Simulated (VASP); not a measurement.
Ga:

```xyz
2
Lattice="0.0000 2.8389 2.8389 2.8389 0.0000 2.8389 2.8389 2.8389 0.0000" Properties=species:S:1:pos:R:3 pbc="T T T"
Ga    0.7097    0.7097    0.7097
Ga    4.9682    4.9682    4.9682
```

Program: VASP 6.6.1. Alike in all runs: task single point; level LDA; potentials or basis VASP PAW LDA potentials, release 64 (Ga_d); no spin polarisation; cell as given; cutoff (eV) 520; smearing fermi-dirac 0.1 eV. Hardware: 1 thread of Intel(R) Xeon(R) Platinum 8488C (Sapphire Rapids), with other jobs on the host.

Problem. Order these runs on this cell by their wall time, lowest first.
A. k mesh 11 × 11 × 11
B. k mesh 9 × 9 × 9
C. k mesh 16 × 16 × 16

Solution. B (16 s), A (35 s), C (72 s).
